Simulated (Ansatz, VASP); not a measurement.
**Zn in VASP and in Ansatz**

```
Zn
1.0
     2.62878    0.00000    0.00000
    -1.31439    2.27659    0.00000
     0.00000    0.00000    4.87984
Zn
2
Direct
  0.33333 0.66667 0.25000
  0.66667 0.33333 0.75000
```

Change from the starting cell: volume scaled by 0.96, PAW files.

Alike in both runs: task electric field gradients; functional PBEsol; k mesh 16 × 16 × 8; occupations fermi-dirac, width 0.03 eV; no spin polarisation.

```csv
,VASP,Ansatz
version,VASP 6.6.1,Ansatz 0.2.0
potentials or method,"VASP PAW PBE potentials, release 64 (Zn)","PAW with Ansatz's default frozen-core files, scalar-relativistic"
plane-wave cutoff (eV),520,420
valence electrons in the cell,24,24
```

```tsv
	VASP	Ansatz	Ansatz less VASP
pressure (GPa)	-2.2	-2.6	-0.41
traceless stress, the component that is largest in VASP (GPa)	-0.55	-0.40	+0.152
size of Vzz on the site where it differs most (V/Å²)	40.4	39.7	-0.69
```

VASP's potentials were made for PBE, not for PBEsol. The functional is the same, so the differences come from potentials, cutoffs and numerics.
